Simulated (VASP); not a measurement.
Set up this calculation in VASP 6.6.1, as the native input.

```
Task                   : single point
Functional             : LDA
Potentials or basis    : VASP PAW LDA potentials, release 64 (Mg, O)
Cutoff                 : 520 eV
k mesh                 : 8 × 8 × 8
Occupations            : gaussian, width 0.01 eV
Spin                   : no spin polarisation
Dipole correction      : no
Further INCAR settings : ALGO = Normal; EDIFF = 1e-06; NBANDS = 11
```

The structure of MgO (Periclase) lies in POSCAR:

```
MgO
1.0
    2.9818690000      0.0000000000      0.0000000000
    1.4909345000      2.5823743048      0.0000000000
    1.4909345000      0.8607914349      2.4346858433
Mg O
1 1
Direct
    0.0000000000      0.0000000000      0.0000000000
    0.5000000000      0.5000000000      0.5000000000
```

One way to write it, as run:

INCAR

```
SYSTEM = MgO
ALGO = Normal
EDIFF = 1E-6
ENCUT = 520
GGA = CA
ISIF = 2
ISMEAR = 0
LASPH = .TRUE.
LCHARG = .FALSE.
LREAL = .FALSE.
LWAVE = .FALSE.
NBANDS = 11
NELM = 100
PREC = Accurate
SIGMA = 0.01
```

KPOINTS

```
k-points
0
G
  8 8 8
  0 0 0
```

Potentials or basis: VASP PAW LDA potentials, release 64 (Mg, O).

Run with:

```sh
$ cat potpaw_LDA.64/Mg/POTCAR potpaw_LDA.64/O/POTCAR > POTCAR
$ mpirun -np 1 vasp_std > vasp.out
```

Results of the run:

| Item | Value |
| --- | --- |
| Pressure | -8.2 GPa |
| Band gap on the k mesh | 4.62 eV, direct |

Wall time 6.2 s on 1 thread of Intel Xeon 8259CL (shared host), peak memory 0.13 GiB.
